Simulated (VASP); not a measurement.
A run of VASP 6.6.1 is set up as follows.

The input INCAR:

```
  ALGO = Normal
  EDIFF = 1E-6
  ENCUT = 520
  GGA = PE
  ISIF = 2
  ISMEAR = 0
  LASPH = True
  LCHARG = False
  LREAL = False
  LWAVE = False
  NBANDS = 24
  NELM = 100
  PREC = Accurate
  SIGMA = 0.1
```

KPOINTS

```
k-points
0
Gamma
  4 4 4
```

The input POSCAR:

```
Te2I3
1.0
    5.9728343217      0.0000000000      0.0000000000
    0.0000000000      5.9728343217      0.0000000000
    0.0000000000      0.0000000000      5.9728343217
Te I
2 3
Direct
    0.5000000000      0.5000000000      0.5000000000
    0.0000000000      0.0000000000      0.0000000000
    0.5000000000      0.0000000000      0.0000000000
    0.0000000000      0.5000000000      0.0000000000
    0.0000000000      0.0000000000      0.5000000000
```

Potentials or basis: VASP PAW PBE potentials, release 64 (Te, I).

Command:

```sh
$ cat potpaw_PBE.64/Te/POTCAR potpaw_PBE.64/I/POTCAR > POTCAR
$ mpirun -np 1 vasp_std > vasp.out
```

Question: What does it give for the pressure?

Answer: 0.2 GPa.

Caveat: an odd number of electrons without spin polarisation forces a metal; a magnetic or distorted state may lie lower.
